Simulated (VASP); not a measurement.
# Rh (P6_3/mmc) in VASP: notebook

Runs on Rh. Level: PBEsol. Tasks: single point.

Everything below comes from runs of VASP 6.6.1. Logs are shortened: lines on timing, memory, paths and dates and some standing lists are left out, and cuts for length are marked.

### Step 1. The cell of the first run

The structure is hexagonal, space group P6_3/mmc (No. 194). Conventional cell: a = 2.675 Å, b = 2.675 Å, c = 4.338 Å, α = 90.00°, β = 90.00°, γ = 120.00°. Within 3.5 Å of Rh (site symmetry -6m2) lie 12 Rh at 2.66 to 2.68 Å.

### Step 2. Single point, PBEsol

INCAR reads:

```
PREC = Accurate
ENCUT = 520
EDIFF = 1E-6
ISMEAR = -1
SIGMA = 0.05
LREAL = False
LASPH = True
NELM = 100
ALGO = Normal
ISIF = 2
LWAVE = False
LCHARG = True
GGA = PS
LELF = True
LVHAR = True
NBANDS = 22
```

KPOINTS reads:

```
Automatic mesh
0
Gamma
  12 12 7
```

POSCAR reads:

```
Rh
1.0
    2.6752300712      0.0000000000      0.0000000000
   -1.3376150356      2.3168191057      0.0000000000
    0.0000000000      0.0000000000      4.3380872866
Rh
2
Direct
    0.6666666667      0.3333333333      0.7500000000
    0.3333333333      0.6666666667      0.2500000000
```

Potentials or basis: VASP PAW PBE potentials, release 64 (Rh_pv).

The run is started by

```sh
$ cat potpaw_PBE.64/Rh_pv/POTCAR > POTCAR
$ mpirun -np 1 vasp_std > vasp.out
```

OUTCAR:

```text
PREC = Accurate
   ENCUT = 520
   EDIFF = 1E-6
   ISMEAR = -1
   LREAL = False
   LASPH = True
   NELM = 100
   ISIF = 2
   GGA = PS

 ion  position               nearest neighbor table
   1  0.667  0.333  0.750-   2 2.66   2 2.66   2 2.66   2 2.66   2 2.66   2 2.66
   2  0.333  0.667  0.250-   1 2.66   1 2.66   1 2.66   1 2.66   1 2.66   1 2.66

  LATTYP: Found a hexagonal cell.
 ALAT       =     2.6752300712
 C/A-ratio  =     1.6215754052

  Lattice vectors:

 A1 = (   2.6752300712,   0.0000000000,   0.0000000000)
 A2 = (  -1.3376150356,   2.3168191057,   0.0000000000)
 A3 = (   0.0000000000,   0.0000000000,   4.3380872866)

Analysis of symmetry for initial positions (statically):
=====================================================================
 Subroutine PRICEL returns:
 Original cell was already a primitive cell.

 Routine SETGRP: Setting up the symmetry group for a
 hexagonal supercell.

 Subroutine GETGRP returns: Found 24 space group operations
 (whereof 12 operations were pure point group operations)
 out of a pool of 24 trial point group operations.

The static configuration has the point symmetry D_3d.
 The point group associated with its full space group is D_6h.

Analysis of symmetry for dynamics (positions and initial velocities):
=====================================================================
 Subroutine PRICEL returns:
 Original cell was already a primitive cell.

 Routine SETGRP: Setting up the symmetry group for a
 hexagonal supercell.

 Subroutine GETGRP returns: Found 24 space group operations
 (whereof 12 operations were pure point group operations)
 out of a pool of 24 trial point group operations.

The dynamic configuration has the point symmetry D_3d.
 The point group associated with its full space group is D_6h.

 Subroutine INISYM returns: Found 24 space group operations
 (whereof 12 operations are pure point group operations),
 and found     1 'primitive' translations

----------------------------------------------------------------------------------------

                                     Primitive cell

  volume of cell :      26.8876

  direct lattice vectors                    reciprocal lattice vectors
     2.675230071  0.000000000  0.000000000     0.373799626  0.215813137  0.000000000
    -1.337615036  2.316819106  0.000000000     0.000000000  0.431626275  0.000000000
     0.000000000  0.000000000  4.338087287     0.000000000  0.000000000  0.230516339

  length of vectors
     2.675230071  2.675231719  4.338087287     0.431626541  0.431626275  0.230516339

  position of ions in fractional coordinates (direct lattice)
     0.666666667  0.333333333  0.750000000
     0.333333333  0.666666667  0.250000000

  ion indices of the primitive-cell ions
   primitive index   ion index
                 1           1
                 2           2

----------------------------------------------------------------------------------------

 KPOINTS: Automatic mesh

Automatic generation of k-mesh.
 Grid dimensions read from file:
 generate k-points for:   12   12    7

 Generating k-lattice:

  Cartesian coordinates                     Fractional coordinates (reciprocal lattice)
     0.031149969  0.017984428  0.000000000     0.083333333  0.000000000  0.000000000
     0.000000000  0.035968856  0.000000000     0.000000000  0.083333333  0.000000000
     0.000000000  0.000000000  0.032930906     0.000000000  0.000000000  0.142857143

  Length of vectors
     0.035968878  0.035968856  0.032930906

  Shift w.r.t. Gamma in fractional coordinates (k-lattice)
     0.000000000  0.000000000  0.000000000

 Subroutine IBZKPT returns following result:
 ===========================================

 Found     76 irreducible k-points:

 Following reciprocal coordinates:
            Coordinates               Weight
  0.000000  0.000000  0.000000      1.000000
  0.083333  0.000000  0.000000      6.000000
  0.166667  0.000000  0.000000      6.000000
  0.250000 -0.000000  0.000000      6.000000
  0.333333  0.000000  0.000000      6.000000
  0.416667  0.000000  0.000000      6.000000
[... 16 lines left out ...]
  0.250000 -0.000000  0.142857     12.000000
  0.333333  0.000000  0.142857     12.000000
 [... further k-points ...]
   k-points           NKPTS =     76   k-points in BZ     NKDIM =     76   number of bands    NBANDS=     22
   number of dos      NEDOS =    301   number of ions     NIONS =      2
   total plane-waves  NPLWV =  12800
   dimension x,y,z NGX =    20 NGY =   20 NGZ =   32
   dimension x,y,z NGXF=    40 NGYF=   40 NGZF=   64
   ions per type =               2
   NGX,Y,Z   is equivalent  to a cutoff of  12.43, 12.43, 12.26 a.u.
   NGXF,Y,Z  is equivalent  to a cutoff of  24.86, 24.86, 24.53 a.u.
 SYSTEM =  unknown system
   PREC   = accura    normal or accurate (medium, high low for compatibility)
   ISTART =      0    job   : 0-new  1-cont  2-samecut
   ICHARG =      2    charge: 1-file 2-atom 10-const
   ISPIN  =      1    spin polarized calculation?
   LNONCOLLINEAR =      F non collinear calculations
   LSORBIT =      F    spin-orbit coupling
   LASPH  =      T    aspherical Exc in radial PAW
   ENCUT  =  520.0 eV  38.22 Ry    6.18 a.u.   4.97  4.97  8.07*2*pi/ulx,y,z
   NELM   =    100;   NELMIN=  2; NELMDL= -5     # of ELM steps
   EDIFF  = 0.1E-05   stopping-criterion for ELM
   LREAL  =      F    real-space projection
   EDIFFG = 0.1E-04   stopping-criterion for IOM
   NSW    =      0    number of steps for IOM
   IBRION =     -1    ionic relax: 0-MD 1-quasi-New 2-CG
   NFREE  =      0    steps in history (QN), initial steepest desc. (CG)
   ISIF   =      2    stress and relaxation
   ISYM   =      2    0-nonsym 1-usesym 2-fastsym
   POTIM  = 0.5000    time-step for ionic-motion
   TEBEG  =    0.0;   TEEND  =   0.0 temperature during run
   PSTRESS=    0.0 pullay stress
   NELECT =      30.0000    total number of electrons
   NUPDOWN=      -1.0000    fix difference up-down
   EMIN   =  10.00;   EMAX   =-10.00  energy-range for DOS
   EFERMI =   0.00;   METHOD = LEGACY
   ISMEAR =    -1;   SIGMA  =   0.05  broadening in eV -4-tet -1-fermi 0-gaus
   EFERMI_NEDOS =   21; number of points for ismear=-14 and -15
   IALGO  =     38    algorithm
   IMIX   =      4    mixing-type and parameters
     AMIX     =   0.40;   BMIX     =  1.00
     AMIX_MAG =   1.60;   BMIX_MAG =  1.00
  volume/ion in A,a.u.               =      13.44        90.72
  Fermi-wavevector in a.u.,A,eV,Ry     =   1.697975  3.208708 39.227236  2.883121
  Thomas-Fermi vector in A             =   2.778559
   LORBIT       =      0    0 simple, 1 ext, 2 COOP (PROOUT), +10 PAW based schemes
   GGA     = PS    functional components
   LHFCALC =     F    Hartree Fock is set to
   AEXX    =    0.0000 exact exchange contribution
   IVDW    =     0    specifies the selected vdW correction
   LEPSILON=     F    determine dielectric tensor
   LRPA    =     F    only Hartree local field effects (RPA)
 non-spin polarized calculation
  energy-cutoff  :      520.00
  volume of cell :       26.89
 maximum number of plane-waves:       744
 NGX is ok and might be reduce to    20
   NGX =  9   NGY =  9   NGZ = 17

 number of electron      30.0000003 magnetization

 Free energy of the ion-electron system (eV)
  ---------------------------------------------------
  ext. energy  EPLUGINS =         0.00000000
  ---------------------------------------------------
  free energy    TOTEN  =       -16.20769252 eV

  energy without entropy =      -16.18168666  energy(sigma->0) =      -16.19468959

 E-fermi :  12.2855     XC(G=0): -14.3620

 val. band max:       12.2778433759   @ k =   0.4167   0.1667   0.1429
 cond. band min:      12.2970991423   @ k =   0.0833   0.0000   0.4286
 fundamental gap:      0.0192557664
 Fermi energy:        12.2855011436

 k-point     1 :       0.0000    0.0000    0.0000
  band No.  band energies     occupation
      1     -35.0026      2.00000
      2     -34.2955      2.00000
      3     -34.2955      2.00000
      4     -34.1928      2.00000
      5     -34.1814      2.00000
      6     -34.1814      2.00000
[... 14 lines left out ...]
     21      30.3109      0.00000
     22      31.0145      0.00000

 k-point     2 :       0.0833    0.0000    0.0000
  band No.  band energies     occupation
      1     -34.9851      2.00000
      2     -34.3356      2.00000
      3     -34.3084      2.00000
      4     -34.2229      2.00000
      5     -34.1999      2.00000
      6     -34.1878      2.00000
[... 14 lines left out ...]
     21      30.5999      0.00000
     22      31.2363      0.00000

 k-point     3 :       0.1667    0.0000    0.0000
  band No.  band energies     occupation
      1     -34.9351      2.00000
      2     -34.4451      2.00000
      3     -34.3428      2.00000
      4     -34.3346      2.00000
      5     -34.2215      2.00000
      6     -34.2059      2.00000
[... 14 lines left out ...]
     21      31.0468      0.00000
     22      31.0836      0.00000

 k-point     4 :       0.2500   -0.0000    0.0000
  band No.  band energies     occupation
      1     -34.8600      2.00000
      2     -34.5948      2.00000
      3     -34.4829      2.00000
      4     -34.3882      2.00000
      5     -34.2578      2.00000
      6     -34.2319      2.00000
[... 14 lines left out ...]
     21      29.4450      0.00000
     22      29.6143      0.00000

 k-point     5 :       0.3333    0.0000    0.0000
  band No.  band energies     occupation
      1     -34.7717      2.00000
      2     -34.7445      2.00000
      3     -34.6267      2.00000
      4     -34.4322      2.00000
      5     -34.3071      2.00000
      6     -34.2589      2.00000
[... 417 lines left out ...]
 k-point    22 :       0.1667    0.0000    0.1429
  band No.  band energies     occupation
      1     -34.9060      2.00000
      2     -34.4353      2.00000
      3     -34.3630      2.00000
      4     -34.3361      2.00000
      5     -34.2340      2.00000
      6     -34.2127      2.00000
[... 14 lines left out ...]
     21      30.4880      0.00000
     22      30.8616      0.00000

 k-point    23 :       0.2500   -0.0000    0.1429
  band No.  band energies     occupation
      1     -34.8485      2.00000
      2     -34.5750      2.00000
      3     -34.5066      2.00000
      4     -34.3805      2.00000
      5     -34.2662      2.00000
      6     -34.2397      2.00000
[... 14 lines left out ...]
     21      29.4765      0.00000
     22      29.7485      0.00000

 k-point    24 :       0.3333    0.0000    0.1429
  band No.  band energies     occupation
      1     -34.8247      2.00000
      2     -34.6822      2.00000
      3     -34.6344      2.00000
      4     -34.4237      2.00000
      5     -34.3083      2.00000
      6     -34.2676      2.00000
[... 14 lines left out ...]
     21      27.8578      0.00000
     22      27.9783      0.00000

 [... further k-points ...]

------------------------ aborting loop because EDIFF is reached ----------------------------------------

  FORCE on cell =-STRESS in cart. coord.  units (eV):
  Direction    XX          YY          ZZ          XY          YZ          ZX
  --------------------------------------------------------------------------------------
  -------------------------------------------------------------------------------------
  Total        0.3913330      0.3913337      0.3665442      0.0000000      0.0000000      0.0000000
  in kB       23.3187645     23.3188028     21.8416475      0.0000000      0.0000000      0.0000000
  external PRESSURE =      22.8264049 kB  Pullay stress =       0.0000000 kB

 VOLUME and BASIS-vectors are now :
 -----------------------------------------------------------------------------
  energy-cutoff  :      520.00
  volume of cell :       26.89
      direct lattice vectors                 reciprocal lattice vectors
     2.675230071  0.000000000  0.000000000     0.373799626  0.215813137  0.000000000
    -1.337615036  2.316819106  0.000000000     0.000000000  0.431626275  0.000000000
     0.000000000  0.000000000  4.338087287     0.000000000  0.000000000  0.230516339

 POSITION                                       TOTAL-FORCE (eV/Angst)
 -----------------------------------------------------------------------------------
      1.33762      0.77227      3.25357         0.000000     -0.000000      0.000000
     -0.00000      1.54455      1.08452        -0.000000      0.000000      0.000000
 -----------------------------------------------------------------------------------
    total drift:                               -0.000000      0.000000     -0.000000

  FREE ENERGIE OF THE ION-ELECTRON SYSTEM (eV)
  ---------------------------------------------------
  free  energy   TOTEN  =       -16.2076925154 eV

  energy  without entropy=      -16.1816866607  energy(sigma->0) =      -16.19468959
```

It took 18 s on 1 thread of Intel Xeon 6975P-C, shared host; peak memory 0.16 GiB.

Results:

```yaml
Free_energy: -16.2077 eV
Pressure: 2.3 GPa
Band_gap_on_the_k_mesh: zero (band 15 reaches 12.93 eV, above the bottom of band 16 at 10.40 eV)
```

Caveat: the PAW data sets were made with another functional, which shifts forces and pressure a little.

### Step 3. Single point, PBEsol

This run uses another cell than the first one, of 13.87 Å³/atom, 1.032 times its volume.

INCAR reads:

```
ALGO     = Normal         # electronic algorithm
EDIFF    = 1E-6           # SCF threshold, eV
ENCUT    = 520            # plane-wave cutoff, eV
GGA      = PS             # functional
ISIF     = 2              # what is computed and relaxed
ISMEAR   = -1             # smearing method
LASPH    = True           # aspherical terms in the spheres
LCHARG   = False          # write CHGCAR
LREAL    = False          # projectors in reciprocal space
LWAVE    = False          # write WAVECAR
NBANDS   = 22             # bands
NELM     = 100            # most SCF steps
PREC     = Accurate       # precision mode
SIGMA    = 0.05           # smearing width, eV
```

KPOINTS reads:

```
k-points
0
Gamma
  12 12 7
```

POSCAR reads:

```
Rh
1.0
    2.7033924573      0.0000000000      0.0000000000
   -1.3516962286      2.3412084676      0.0000000000
    0.0000000000      0.0000000000      4.3837547192
Rh
2
Direct
    0.6666666667      0.3333333333      0.7500000000
    0.3333333333      0.6666666667      0.2500000000
```

Potentials or basis: VASP PAW PBE potentials, release 64 (Rh_pv).

The run is started by

```sh
$ cat potpaw_PBE.64/Rh_pv/POTCAR > POTCAR
$ mpirun -np 1 vasp_std > vasp.out
```

Wall time 18 s (1 thread of Intel Xeon 6975P-C, shared host); peak memory 0.16 GiB.

The run converged. Its results:

```yaml
Free_energy: -16.1964 eV
Pressure: -6.6 GPa
Band_gap_on_the_k_mesh: zero (band 15 reaches 12.30 eV, above the bottom of band 16 at 9.91 eV)
```

Stress tensor (GPa, compression positive):
```
-6.43  0.00  0.00
 0.00 -6.43  0.00
 0.00  0.00 -6.80
```

Levels at points of the mesh, in eV from the Fermi level:
```csv
k point,band 11,band 12,band 13,band 14,band 15,band 16,band 17,band 18,band 19,band 20
"(0.00, 0.00, 0.00)",-3.02,-2.51,-2.51,-1.89,-1.89,0.12,0.12,0.61,8.44,15.82
"(0.50, 0.00, 0.00)",-2.72,-2.25,-2.18,0.42,0.60,0.72,2.97,5.05,10.19,10.65
```

Caveat: the PAW data sets were made with another functional, which shifts forces and pressure a little.

(Continued in part 2 of 3.)
